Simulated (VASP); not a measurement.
# BN (P6_3/mmc) in VASP: settings compared, part 2 of 2

VASP 6.6.1.

### 3 Electric field gradients, LDA

INCAR

```
SYSTEM = BN
PREC     = Accurate       ! precision mode
ENCUT    = 520            ! plane-wave cutoff, eV
EDIFF    = 1E-8           ! SCF threshold, eV
ISMEAR   = -1             ! smearing method
SIGMA    = 0.02           ! smearing width, eV
LREAL    = .FALSE.        ! projectors in reciprocal space
LASPH    = .TRUE.         ! aspherical terms in the spheres
NELM     = 80             ! most SCF steps
ALGO     = Normal         ! electronic algorithm
ISIF     = 2              ! what is computed and relaxed
LWAVE    = .FALSE.        ! write WAVECAR
LCHARG   = .FALSE.        ! write CHGCAR
GGA      = CA             ! functional
LEFG     = .TRUE.       
NBANDS   = 16             ! bands
```

KPOINTS

```
Automatic mesh
0
G
  14 14 5
  0 0 0
```

POSCAR

```
BN
1.0
    2.4982400000      0.0000000000      0.0000000000
   -1.2491200000      2.1635393048      0.0000000000
    0.0000000000      0.0000000000      6.6357000000
B N
2 2
Direct
    0.3333333333      0.6666666667      0.2500000000
    0.6666666667      0.3333333333      0.7500000000
    0.3333333333      0.6666666667      0.7500000000
    0.6666666667      0.3333333333      0.2500000000
```

Potentials or basis: VASP PAW LDA potentials, release 64 (B, N).

On the command line:

```bash
> cat potpaw_LDA.64/B/POTCAR potpaw_LDA.64/N/POTCAR > POTCAR
> mpirun -np 1 vasp_std > vasp.out
```

OUTCAR:

```text
SYSTEM = BN
   PREC = Accurate
   ENCUT = 520
   EDIFF = 1E-8
   ISMEAR = -1
   LREAL = .FALSE.
   LASPH = .TRUE.
   NELM = 80
   ISIF = 2
   GGA = CA

 ion  position               nearest neighbor table
   1  0.333  0.667  0.250-   4 1.44   4 1.44   4 1.44
   2  0.667  0.333  0.750-   3 1.44   3 1.44   3 1.44
   3  0.333  0.667  0.750-   2 1.44   2 1.44   2 1.44
   4  0.667  0.333  0.250-   1 1.44   1 1.44   1 1.44

  LATTYP: Found a hexagonal cell.
 ALAT       =     2.4982400000
 C/A-ratio  =     2.6561499296

  Lattice vectors:

 A1 = (   2.4982400000,   0.0000000000,   0.0000000000)
 A2 = (  -1.2491200000,   2.1635393048,   0.0000000000)
 A3 = (   0.0000000000,   0.0000000000,   6.6357000000)

Analysis of symmetry for initial positions (statically):
=====================================================================
 Subroutine PRICEL returns:
 Original cell was already a primitive cell.

 Routine SETGRP: Setting up the symmetry group for a
 hexagonal supercell.

 Subroutine GETGRP returns: Found 24 space group operations
 (whereof 12 operations were pure point group operations)
 out of a pool of 24 trial point group operations.

The static configuration has the point symmetry D_3d.
 The point group associated with its full space group is D_6h.

Analysis of symmetry for dynamics (positions and initial velocities):
=====================================================================
 Subroutine PRICEL returns:
 Original cell was already a primitive cell.

[... 623 lines left out ...]
 [... further k-points ...]

------------------------ aborting loop because EDIFF is reached ----------------------------------------

  FORCE on cell =-STRESS in cart. coord.  units (eV):
  Direction    XX          YY          ZZ          XY          YZ          ZX
  --------------------------------------------------------------------------------------
  -------------------------------------------------------------------------------------
  Total       -0.7579829     -0.7579829     -0.1591501      0.0000000      0.0000000      0.0000000
  in kB      -33.8597911    -33.8597911     -7.1093823      0.0000000      0.0000000      0.0000000
  external PRESSURE =     -24.9429881 kB  Pullay stress =       0.0000000 kB

 VOLUME and BASIS-vectors are now :
 -----------------------------------------------------------------------------
  energy-cutoff  :      520.00
  volume of cell :       35.87
      direct lattice vectors                 reciprocal lattice vectors
     2.498240000  0.000000000  0.000000000     0.400281798  0.231102804  0.000000000
    -1.249120000  2.163539305  0.000000000     0.000000000  0.462205608  0.000000000
     0.000000000  0.000000000  6.635700000     0.000000000  0.000000000  0.150700002

 POSITION                                       TOTAL-FORCE (eV/Angst)
 -----------------------------------------------------------------------------------
     -0.00000      1.44236      1.65892         0.000000     -0.000000      0.000000
      1.24912      0.72118      4.97677        -0.000000      0.000000      0.000000
     -0.00000      1.44236      4.97677         0.000000     -0.000000      0.000000
      1.24912      0.72118      1.65892         0.000000      0.000000      0.000000
 -----------------------------------------------------------------------------------
    total drift:                                0.000000     -0.000000      0.000000

  FREE ENERGIE OF THE ION-ELECTRON SYSTEM (eV)
  ---------------------------------------------------
  free  energy   TOTEN  =       -38.5771419571 eV

  energy  without entropy=      -38.5771419571  energy(sigma->0) =      -38.57714196

 Electric field gradients (V/A^2)
---------------------------------------------------------------------
 ion       V_xx      V_yy      V_zz      V_xy      V_xz      V_yz
---------------------------------------------------------------------
   1     -17.609   -17.609    35.217    -0.000    -0.000     0.000
   2     -17.609   -17.609    35.217    -0.000     0.000    -0.000
   3      -3.601    -3.600     7.202     0.001     0.000    -0.000
   4      -3.601    -3.600     7.202     0.001    -0.000     0.000
---------------------------------------------------------------------

 Electric field gradients after diagonalization (V/A^2)
 (convention: |V_zz| > |V_xx| > |V_yy|)
----------------------------------------------------------------------
 ion       V_xx      V_yy      V_zz     asymmetry (V_yy - V_xx)/ V_zz
----------------------------------------------------------------------
   1     -17.609   -17.609    35.217       0.000
   2     -17.609   -17.609    35.217       0.000
   3      -3.602    -3.600     7.202       0.000
   4      -3.602    -3.600     7.202       0.000
----------------------------------------------------------------------

           NMR quadrupolar parameters

 Cq : quadrupolar parameter    Cq=e*Q*V_zz/h
 eta: asymmetry parameters     (V_yy - V_xx)/ V_zz
 Q  : nuclear electric quadrupole moment in mb (millibarn)
----------------------------------------------------------------------
 ion       Cq(MHz)       eta       Q (mb)
----------------------------------------------------------------------
   1       0.085       0.000       1.000
   2       0.085       0.000       1.000
   3       0.017       0.000       1.000
   4       0.017       0.000       1.000
----------------------------------------------------------------------
```

Run time: 57 s. Hardware: 1 thread of AMD EPYC 7R13 (Zen 3), shared host; peak memory 0.12 GiB.

What came out:

- Free energy: -38.5771 eV
- Pressure: -2.5 GPa
- Band gap on the k mesh: 4.06 eV, indirect (least direct gap 4.52 eV)

Levels at points of the mesh, in eV from the valence-band top:
| k point | band 6 | band 7 | band 8 | band 9 | band 10 | band 11 |
| --- | --- | --- | --- | --- | --- | --- |
| (0.00, 0.00, 0.00) | -1.36 | -1.32 | -1.32 | 4.91 | 10.04 | 11.46 |
| (0.50, 0.00, 0.00) | -4.13 | -1.52 | -0.46 | 4.06 | 5.51 | 9.50 |

Electric field gradients, principal values (V/Å²):
```
atom    least   middle  greatest (by size)
 1 B  -17.609  -17.609              35.217
 2 B  -17.609  -17.609              35.217
 3 N   -3.600   -3.602               7.202
 4 N   -3.600   -3.602               7.202
```

Caveat: without QUAD_EFG the Cq values of the log hold for a quadrupole moment of 1 mb, not for the nuclei.

### 4 Electric field gradients, r2SCAN

POSCAR is that of step 3.

INCAR.step1

```
PREC = Accurate
ENCUT = 520
ISMEAR = -1
SIGMA = 0.02
LREAL = False
LASPH = True
NELM = 100
NBANDS = 16
GGA = PE
ALGO = Normal
EDIFF = 1E-4
LWAVE = True
LCHARG = False
```

INCAR.step2

```
PREC = Accurate
ENCUT = 520
EDIFF = 1E-8
ISMEAR = -1
SIGMA = 0.02
LREAL = False
LASPH = True
NELM = 100
ALGO = Normal
ISIF = 2
LWAVE = False
LCHARG = False
METAGGA = R2SCAN
LMIXTAU = True
LEFG = True
NBANDS = 16
ISTART = 1
```

KPOINTS

```
Automatic mesh
0
Gamma
  14 14 5
```

Potentials or basis: VASP PAW PBE potentials, release 64 (B, N).

On the command line:

```bash
> cat potpaw_PBE.64/B/POTCAR potpaw_PBE.64/N/POTCAR > POTCAR
> cp INCAR.step1 INCAR
> mpirun -np 1 vasp_std > vasp.out
> cp INCAR.step2 INCAR
> mpirun -np 1 vasp_std > vasp.out
```

OUTCAR:

```text
PREC = Accurate
   ENCUT = 520
   EDIFF = 1E-8
   ISMEAR = -1
   LREAL = False
   LASPH = True
   NELM = 100
   ISIF = 2
   METAGGA = R2SCAN
   ISTART = 1

 ion  position               nearest neighbor table
   1  0.333  0.667  0.250-   4 1.44   4 1.44   4 1.44
   2  0.667  0.333  0.750-   3 1.44   3 1.44   3 1.44
   3  0.333  0.667  0.750-   2 1.44   2 1.44   2 1.44
   4  0.667  0.333  0.250-   1 1.44   1 1.44   1 1.44

  LATTYP: Found a hexagonal cell.
 ALAT       =     2.4982400000
 C/A-ratio  =     2.6561499296

  Lattice vectors:

[... 685 lines left out ...]
 ion       V_xx      V_yy      V_zz      V_xy      V_xz      V_yz
---------------------------------------------------------------------
   1     -18.911   -18.911    37.822     0.000    -0.000     0.000
   2     -18.911   -18.911    37.822     0.000     0.000    -0.000
   3      -0.769    -0.769     1.538    -0.001     0.000    -0.000
   4      -0.769    -0.769     1.538    -0.001    -0.000     0.000
---------------------------------------------------------------------

 Electric field gradients after diagonalization (V/A^2)
 (convention: |V_zz| > |V_xx| > |V_yy|)
----------------------------------------------------------------------
 ion       V_xx      V_yy      V_zz     asymmetry (V_yy - V_xx)/ V_zz
----------------------------------------------------------------------
   1     -18.911   -18.911    37.822       0.000
   2     -18.911   -18.911    37.822       0.000
   3      -0.770    -0.768     1.538       0.001
   4      -0.770    -0.768     1.538       0.001
----------------------------------------------------------------------

           NMR quadrupolar parameters

 Cq : quadrupolar parameter    Cq=e*Q*V_zz/h
 eta: asymmetry parameters     (V_yy - V_xx)/ V_zz
 Q  : nuclear electric quadrupole moment in mb (millibarn)
----------------------------------------------------------------------
 ion       Cq(MHz)       eta       Q (mb)
----------------------------------------------------------------------
   1       0.091       0.000       1.000
   2       0.091       0.000       1.000
   3       0.004       0.001       1.000
   4       0.004       0.001       1.000
----------------------------------------------------------------------
```

OUTCAR.step1:

```text
PREC = Accurate
   ENCUT = 520
   ISMEAR = -1
   LREAL = False
   LASPH = True
   NELM = 100
[... 686 lines left out ...]
      1.24912      0.72118      4.97677        -0.000000     -0.000000      0.000000
     -0.00000      1.44236      4.97677        -0.000000     -0.000000      0.000000
      1.24912      0.72118      1.65892         0.000000     -0.000000      0.000000
 -----------------------------------------------------------------------------------
    total drift:                                0.000000     -0.000000      0.000000

  FREE ENERGIE OF THE ION-ELECTRON SYSTEM (eV)
  ---------------------------------------------------
  free  energy   TOTEN  =       -35.1469109987 eV

  energy  without entropy=      -35.1469109987  energy(sigma->0) =      -35.14691100
```

OSZICAR.step1:

```text
N       E                     dE             d eps       ncg     rms          rms(c)
DAV:   1     0.483189894299E+02    0.48319E+02   -0.80589E+03  2304   0.931E+02
DAV:   2    -0.354957015884E+02   -0.83815E+02   -0.75380E+02  3168   0.219E+02
DAV:   3    -0.387321232663E+02   -0.32364E+01   -0.32212E+01  3112   0.429E+01
DAV:   4    -0.387527869535E+02   -0.20664E-01   -0.20661E-01  2872   0.380E+00
DAV:   5    -0.387529786927E+02   -0.19174E-03   -0.19174E-03  2984   0.351E-01    0.113E+01
DAV:   6    -0.355075680381E+02    0.32454E+01   -0.52043E+00  3040   0.175E+01    0.509E+00
DAV:   7    -0.352255093059E+02    0.28206E+00   -0.62835E-01  3072   0.565E+00    0.318E+00
DAV:   8    -0.351514744599E+02    0.74035E-01   -0.23900E-01  3008   0.330E+00    0.504E-01
DAV:   9    -0.351458612959E+02    0.56132E-02   -0.17032E-02  2672   0.108E+00    0.199E-01
DAV:  10    -0.351467889191E+02   -0.92762E-03   -0.14010E-03  2704   0.288E-01    0.355E-02
DAV:  11    -0.351468960401E+02   -0.10712E-03   -0.91191E-05  2632   0.783E-02    0.226E-02
DAV:  12    -0.351469109987E+02   -0.14959E-04   -0.24028E-05  1904   0.381E-02
   1 F= -.35146911E+02 E0= -.35146911E+02  d E =-.106768E-11
```

Run time: 4.3 min. Hardware: 1 thread of AMD EPYC 7R13 (Zen 3), shared host; peak memory 0.14 GiB.

What came out:

```yaml
Free_energy: -38.5916 eV
Pressure: 1.5 GPa
Band_gap_on_the_k_mesh: 4.86 eV, indirect (least direct gap 5.32 eV)
```

Levels at points of the mesh, in eV from the valence-band top:
| k point | band 5 | band 6 | band 7 | band 8 | band 9 | band 10 | band 11 | band 12 |
| --- | --- | --- | --- | --- | --- | --- | --- | --- |
| (0.00, 0.00, 0.00) | -1.37 | -1.37 | -1.33 | -1.33 | 5.61 | 11.09 | 12.33 | 12.33 |
| (0.50, 0.00, 0.00) | -4.33 | -4.26 | -1.48 | -0.46 | 4.86 | 6.33 | 10.25 | 10.71 |

Electric field gradients, principal values (V/Å²):
```csv
atom,least,middle,greatest (by size)
1 B,-18.911,-18.911,37.822
2 B,-18.911,-18.911,37.822
3 N,-0.768,-0.770,1.538
4 N,-0.768,-0.770,1.538
```

Caveat: without QUAD_EFG the Cq values of the log hold for a quadrupole moment of 1 mb, not for the nuclei; the PAW data sets were made with another functional, which shifts forces and pressure a little.

### 5 Summary

| level | potentials or basis | gap on the mesh (eV) | pressure (GPa) |
| --- | --- | --- | --- |
| PBE | VASP PAW PBE potentials, release 64 (B, N) | 4.26 | 5.1 |
| LDA | VASP PAW LDA potentials, release 64 (B, N) | 4.06 | -2.5 |
| r2SCAN | VASP PAW PBE potentials, release 64 (B, N) | 4.86 | 1.5 |

Alike in all rows: task electric field gradients; no spin polarisation; cell as given; k mesh 14 × 14 × 5; cutoff (eV) 520; smearing fermi-dirac 0.02 eV.

Caveats: this functional lacks dispersion, which binds the layers, so the pressure and a relaxed spacing across them are unreliable (some runs); the PAW data sets were made with another functional, which shifts forces and pressure a little (some runs).

Total energies depend on the potentials used, so only differences within one code and one set of settings carry meaning.
